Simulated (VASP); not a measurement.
A run of VASP 6.6.1 is set up as follows.

INCAR

```
PREC = Accurate
ENCUT = 520
EDIFF = 1E-6
ISMEAR = 0
SIGMA = 0.1
LREAL = F
LASPH = T
NELM = 100
ALGO = Normal
ISIF = 2
LWAVE = F
LCHARG = T
GGA = PE
LELF = T
LVHAR = T
NBANDS = 34
```

File KPOINTS:

```
regular mesh
0
Gamma
  12 12 12
```

Contents of POSCAR:

```
Zr3Si2F
1.0
    2.9925979319      1.7277772215      3.3008546173
   -2.9925979319      1.7277772215      3.3008546173
    0.0000000000     -3.4555544431      3.3008546173
Zr Si F
3 2 1
Direct
    0.5000000000      0.0000000000      0.5000000000
    0.0000000000      0.5000000000      0.5000000000
    0.5000000000      0.5000000000      0.0000000000
    0.1149113462      0.1149113462      0.1149113462
    0.8850886538      0.8850886538      0.8850886538
    0.5000000000      0.5000000000      0.5000000000
```

Potentials or basis: VASP PAW PBE potentials, release 64 (Zr_sv, Si, F).

Command:

```bash
$ cat potpaw_PBE.64/Zr_sv/POTCAR potpaw_PBE.64/Si/POTCAR potpaw_PBE.64/F/POTCAR > POTCAR
$ mpirun -np 1 vasp_std > vasp.out
```

(1) Predict the band gap on the k mesh.

(2) Predict the largest force.

(3) Estimate the pressure.

Answers

(1) zero (an odd number of electrons rules out a gap without spin polarisation).

(2) 0.016 eV/Å.

(3) 0.0 GPa.

Caveat: an odd number of electrons without spin polarisation forces a metal; a magnetic or distorted state may lie lower.
